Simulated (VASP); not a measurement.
# Ta (Im-3m) in VASP: further runs

Aim: see how the results for Ta move with the level of theory and the settings. Levels: PBEsol, r2SCAN. Tasks: relaxation of cell and atoms.

Program: VASP 6.6.1. These are calculated values, not measurements. Logs are shortened: lines on timing, memory, paths and dates and some standing lists are left out, and cuts for length are marked.

## 1. The cell of the first run

The structure is cubic, space group Im-3m (No. 229). Conventional cell: a = 3.303 Å, b = 3.303 Å, c = 3.303 Å, α = 90.00°, β = 90.00°, γ = 90.00°. Within 3.8 Å of Ta (site symmetry m-3m) lie 14 Ta at 2.86 to 3.30 Å.

## 2. Relaxation of cell and atoms, PBEsol, target pressure 30 GPa, at which the enthalpy is minimised

Input file INCAR:

```
PREC = Accurate
ENCUT = 600
EDIFF = 1E-6
ISMEAR = -1
SIGMA = 0.05
LREAL = F
LASPH = T
NELM = 100
ALGO = Normal
ISIF = 3
LWAVE = F
LCHARG = F
GGA = PS
IBRION = 2
NSW = 60
EDIFFG = -0.01
PSTRESS = 300.0
```

Input file KPOINTS:

```
Automatic mesh
0
Gamma
  11 11 11
```

Input file POSCAR:

```
Ta
1.0
   -1.6512800000      1.6512800000      1.6512800000
    1.6512800000     -1.6512800000      1.6512800000
    1.6512800000      1.6512800000     -1.6512800000
Ta
1
Direct
    0.0000000000      0.0000000000      0.0000000000
```

Potentials or basis: VASP PAW PBE potentials, release 64 (Ta_pv).

Launch:

```
> cat potpaw_PBE.64/Ta_pv/POTCAR > POTCAR
> mpirun -np 1 vasp_std > vasp.out
```

OUTCAR:

```text
PREC = Accurate
   ENCUT = 600
   EDIFF = 1E-6
   ISMEAR = -1
   LREAL = F
   LASPH = T
   NELM = 100
   ISIF = 3
   GGA = PS
   IBRION = 2
   NSW = 60
   EDIFFG = -0.01
   PSTRESS = 300.0

 ion  position               nearest neighbor table
   1  0.000  0.000  0.000-

  LATTYP: Found a body centered cubic cell.
 ALAT       =     3.3025600000

  Lattice vectors:

 A1 = (  -1.6512800000,   1.6512800000,   1.6512800000)
 A2 = (   1.6512800000,  -1.6512800000,   1.6512800000)
 A3 = (   1.6512800000,   1.6512800000,  -1.6512800000)

Analysis of symmetry for initial positions (statically):
=====================================================================
 Subroutine PRICEL returns:
 Original cell was already a primitive cell.

 Routine SETGRP: Setting up the symmetry group for a
 body centered cubic supercell.

 Subroutine GETGRP returns: Found 48 space group operations
 (whereof 48 operations were pure point group operations)
 out of a pool of 48 trial point group operations.

The static configuration has the point symmetry O_h .

Analysis of symmetry for dynamics (positions and initial velocities):
=====================================================================
 Subroutine PRICEL returns:
 Original cell was already a primitive cell.

 Routine SETGRP: Setting up the symmetry group for a
 body centered cubic supercell.

 Subroutine GETGRP returns: Found 48 space group operations
 (whereof 48 operations were pure point group operations)
 out of a pool of 48 trial point group operations.

The dynamic configuration has the point symmetry O_h .

 Subroutine INISYM returns: Found 48 space group operations
 (whereof 48 operations are pure point group operations),
 and found     1 'primitive' translations

----------------------------------------------------------------------------------------

                                     Primitive cell

  volume of cell :      18.0104

  direct lattice vectors                    reciprocal lattice vectors
    -1.651280000  1.651280000  1.651280000     0.000000000  0.302795407  0.302795407
     1.651280000 -1.651280000  1.651280000     0.302795407  0.000000000  0.302795407
     1.651280000  1.651280000 -1.651280000     0.302795407  0.302795407  0.000000000

  length of vectors
     2.860100858  2.860100858  2.860100858     0.428217371  0.428217371  0.428217371

  position of ions in fractional coordinates (direct lattice)
     0.000000000  0.000000000  0.000000000

  ion indices of the primitive-cell ions
   primitive index   ion index
                 1           1

----------------------------------------------------------------------------------------

 KPOINTS: Automatic mesh
[... 78 lines left out ...]
   PSTRESS=  300.0 pullay stress
   NELECT =      11.0000    total number of electrons
   NUPDOWN=      -1.0000    fix difference up-down
   EMIN   =  10.00;   EMAX   =-10.00  energy-range for DOS
   EFERMI =   0.00;   METHOD = LEGACY
   ISMEAR =    -1;   SIGMA  =   0.05  broadening in eV -4-tet -1-fermi 0-gaus
   EFERMI_NEDOS =   21; number of points for ismear=-14 and -15
   IALGO  =     38    algorithm
   IMIX   =      4    mixing-type and parameters
     AMIX     =   0.40;   BMIX     =  1.00
     AMIX_MAG =   1.60;   BMIX_MAG =  1.00
  volume/ion in A,a.u.               =      18.01       121.54
  Fermi-wavevector in a.u.,A,eV,Ry     =   1.388988  2.624806 26.249534  1.929286
  Thomas-Fermi vector in A             =   2.513061
   LORBIT       =      0    0 simple, 1 ext, 2 COOP (PROOUT), +10 PAW based schemes
   GGA     = PS    functional components
   LHFCALC =     F    Hartree Fock is set to
   AEXX    =    0.0000 exact exchange contribution
   IVDW    =     0    specifies the selected vdW correction
   LEPSILON=     F    determine dielectric tensor
   LRPA    =     F    only Hartree local field effects (RPA)
 conjugate gradient relaxation of ions
 non-spin polarized calculation
  energy-cutoff  :      600.00
  volume of cell :       18.01
 maximum number of plane-waves:       615
   NGX = 11   NGY = 11   NGZ = 11

--------------------------------------- Ionic step        1  -------------------------------------------

 number of electron      11.0000002 magnetization

 Free energy of the ion-electron system (eV)
  ---------------------------------------------------
  ext. energy  EPLUGINS =         0.00000000
  ---------------------------------------------------
  free energy    TOTEN  =       -12.55672732 eV

  energy without entropy =      -12.54871379  energy(sigma->0) =      -12.55272056

------------------------ aborting loop because EDIFF is reached ----------------------------------------

  FORCE on cell =-STRESS in cart. coord.  units (eV):
  Direction    XX          YY          ZZ          XY          YZ          ZX
  --------------------------------------------------------------------------------------
  -------------------------------------------------------------------------------------
  Total       -0.4671493     -0.4671493     -0.4671493     -0.0000000     -0.0000000      0.0000000
  in kB      -41.5569903    -41.5569903    -41.5569903     -0.0000000     -0.0000000      0.0000000
  external PRESSURE =    -341.5569903 kB  Pullay stress =     300.0000000 kB
[... 24 lines left out ...]
--------------------------------------- Ionic step        2  -------------------------------------------

 number of electron      11.0000000 magnetization

 E-fermi :  12.2869     XC(G=0): -16.2146

 val. band max:       12.2080797901   @ k =  -0.0909   0.0909   0.0909
 cond. band min:      12.3313214065   @ k =  -0.2727   0.3636   0.1818
 fundamental gap:      0.1232416163
 Fermi energy:        12.2868884338

 k-point     1 :       0.0000    0.0000    0.0000
  band No.  band energies     occupation
      1     -18.8962      2.00000
      2     -18.8962      2.00000
      3     -18.8962      2.00000
      4       2.5684      2.00000
      5      11.5381      2.00000
      6      11.5381      2.00000
      7      11.5381      2.00000
      8      17.4398      0.00000
      9      17.4398      0.00000
[... 386 lines left out ...]
--------------------------------------- Ionic step        5  -------------------------------------------

 number of electron      11.0000001 magnetization

 Free energy of the ion-electron system (eV)
  ---------------------------------------------------
  ext. energy  EPLUGINS =         0.00000000
  ---------------------------------------------------
  free energy    TOTEN  =       -12.40365026 eV

  energy without entropy =      -12.39598633  energy(sigma->0) =      -12.39981829

 E-fermi :   6.4080     XC(G=0): -13.4168

 val. band max:        6.3494046329   @ k =  -0.3636   0.3636   0.0909
 cond. band min:       6.4343104505   @ k =  -0.1818   0.2727   0.0909
 fundamental gap:      0.0849058176
 Fermi energy:         6.4079776887

 k-point     1 :       0.0000    0.0000    0.0000
  band No.  band energies     occupation
      1     -26.0723      2.00000
      2     -26.0723      2.00000
      3     -26.0723      2.00000
      4      -1.9791      2.00000
      5       7.1188      0.00000
      6       7.1188      0.00000
      7       7.1188      0.00000
      8      10.8795      0.00000
      9      10.8795      0.00000
[... 308 lines left out ...]
  energy  without entropy=      -12.3959863322  energy(sigma->0) =      -12.39981829

  enthalpy is  TOTEN    =        -9.4457599440 eV   P V=        2.9578903129

 reached required accuracy - stopping structural energy minimisation
```

OSZICAR:

```text
N       E                     dE             d eps       ncg     rms          rms(c)
DAV:   1     0.486673904453E+02    0.48667E+02   -0.71261E+03  1008   0.130E+03
[... 36 lines left out ...]
   4 F= -.94449973E+01 E0= -.94412619E+01  d E =-.260621E+00
       N       E                     dE             d eps       ncg     rms          rms(c)
DAV:   1    -0.124064957295E+02    0.16836E-01   -0.96770E-02  1025   0.467E+00    0.550E-01
DAV:   2    -0.124041934589E+02    0.23023E-02   -0.29305E-03  1028   0.730E-01    0.190E-01
DAV:   3    -0.124036387408E+02    0.55472E-03   -0.16827E-03  1048   0.532E-01    0.681E-02
DAV:   4    -0.124036502119E+02   -0.11471E-04   -0.23342E-05  1175   0.553E-02    0.638E-03
DAV:   5    -0.124036502569E+02   -0.45017E-07   -0.17157E-06   776   0.163E-02
   5 F= -.94457599E+01 E0= -.94419280E+01  d E =-.261384E+00
```

It took 36 s on 1 thread of Intel Xeon 8259CL, shared host; peak memory 0.16 GiB.

Results:

```
Free energy                                                : -12.4037 eV
Relaxed volume                                             : 15.80 Å³/atom
Relaxed cell                                               : a = 2.738 Å, b = 2.738 Å, c = 2.738 Å, α = 109.47°, β = 109.47°, γ = 109.47°
Space group after relaxing (to 0.1 Å)                      : Im-3m (No. 229)
Energy change on relaxing (the run minimises the enthalpy) : +153.1 meV/atom
Ionic steps                                                : 5
Pressure after relaxing                                    : 30.0 GPa
Band gap on the k mesh                                     : zero (an odd number of electrons rules out a gap without spin polarisation)
```

The path:
```tsv
step	energy change (eV)	largest force (eV/Å)	pressure (GPa)	volume (Å³)
1	0.0000	0.0000	-4.16	18.01
2	5.8275	0.0000	386.08	9.74
3	0.0982	0.0000	23.43	16.13
4	0.1334	0.0000	27.77	15.91
5	0.1531	0.0000	30.01	15.80
```

Final structure:
```
Ta
1.0
    -1.58066    1.58066    1.58066
     1.58066   -1.58066    1.58066
     1.58066    1.58066   -1.58066
Ta
1
Direct
  0.00000 0.00000 0.00000
```

Levels at points of the mesh, in eV from the Fermi level:
| k point | band 1 | band 2 | band 3 | band 4 | band 5 | band 6 | band 7 | band 8 | band 9 |
| --- | --- | --- | --- | --- | --- | --- | --- | --- | --- |
| (0.00, 0.00, 0.00) | -32.48 | -32.48 | -32.48 | -8.39 | 0.71 | 0.71 | 0.71 | 4.47 | 4.47 |

Caveat: the cell is relaxed towards a set pressure, so the run minimises the enthalpy, not the energy; the PAW data sets were made with another functional, which shifts forces and pressure a little; spin-orbit coupling is left out, which moves the levels of the heavy elements.

## 3. Relaxation of cell and atoms, r2SCAN

POSCAR is that of step 2.

Input file INCAR.step1:

```
SYSTEM = Ta
PREC     = Accurate       ! precision mode
ENCUT    = 600            ! plane-wave cutoff, eV
ISMEAR   = -1             ! smearing method
SIGMA    = 0.05           ! smearing width, eV
LREAL    = .False.        ! projectors in reciprocal space
LASPH    = .True.         ! aspherical terms in the spheres
NELM     = 100            ! most SCF steps
GGA      = PE             ! functional
ALGO     = Normal         ! electronic algorithm
EDIFF    = 1E-4           ! SCF threshold, eV
LWAVE    = .True.         ! write WAVECAR
LCHARG   = .False.        ! write CHGCAR
```

Input file INCAR.step2:

```
SYSTEM = Ta
PREC     = Accurate       ! precision mode
ENCUT    = 600            ! plane-wave cutoff, eV
EDIFF    = 1E-7           ! SCF threshold, eV
ISMEAR   = -1             ! smearing method
SIGMA    = 0.05           ! smearing width, eV
LREAL    = .False.        ! projectors in reciprocal space
LASPH    = .True.         ! aspherical terms in the spheres
NELM     = 100            ! most SCF steps
ALGO     = Normal         ! electronic algorithm
ISIF     = 3              ! what is computed and relaxed
LWAVE    = .False.        ! write WAVECAR
LCHARG   = .False.        ! write CHGCAR
METAGGA  = R2SCAN         ! meta-GGA
LMIXTAU  = .True.       
IBRION   = 2              ! ionic algorithm
NSW      = 60             ! ionic steps
EDIFFG   = -0.01          ! ionic threshold
ISTART   = 1
```

Input file KPOINTS:

```
Automatic mesh
0
Gamma
  11 11 11
  0 0 0
```

Potentials or basis: VASP PAW PBE potentials, release 64 (Ta_pv).

Launch:

```
> cat potpaw_PBE.64/Ta_pv/POTCAR > POTCAR
> cp INCAR.step1 INCAR
> mpirun -np 1 vasp_std > vasp.out
> cp INCAR.step2 INCAR
> mpirun -np 1 vasp_std > vasp.out
```

Run time: 2.1 min. Hardware: 1 thread of Intel Xeon 8259CL, shared host; peak memory 0.16 GiB.

The run converged. Its results:

```yaml
Free_energy: -48.5859 eV
Relaxed_volume: 18.07 Å³/atom
Relaxed_cell: a = 2.863 Å, b = 2.863 Å, c = 2.863 Å, α = 109.47°, β = 109.47°, γ = 109.47°
Space_group_after_relaxing_to_0.1_Å: Im-3m (No. 229)
Energy_gained_by_relaxing: 0.1 meV/atom
Ionic_steps: 3
Pressure_after_relaxing: 0.0 GPa
Band_gap_on_the_k_mesh: zero (an odd number of electrons rules out a gap without spin polarisation)
```

The path:
| step | energy change (eV) | largest force (eV/Å) | pressure (GPa) | volume (Å³) |
| --- | --- | --- | --- | --- |
| 1 | 0.0000 | 0.0000 | 0.68 | 18.01 |
| 2 | 0.0005 | 0.0000 | -1.51 | 18.21 |
| 3 | -0.0001 | 0.0000 | 0.01 | 18.07 |

Final structure:
```
Ta
1.0
    -1.65310    1.65310    1.65310
     1.65310   -1.65310    1.65310
     1.65310    1.65310   -1.65310
Ta
1
Direct
  0.00000 0.00000 0.00000
```

Levels at points of the mesh, in eV from the Fermi level:
```
           k point  band 1  band 2  band 3  band 4  band 5  band 6  band 7  band 8  band 9
(0.00, 0.00, 0.00)  -34.21  -34.21  -34.21   -8.29    0.87    0.87    0.87    4.35    4.35
```

Caveat: the PAW data sets were made with another functional, which shifts forces and pressure a little; spin-orbit coupling is left out, which moves the levels of the heavy elements. Zero-point motion and thermal expansion aren't in these numbers.
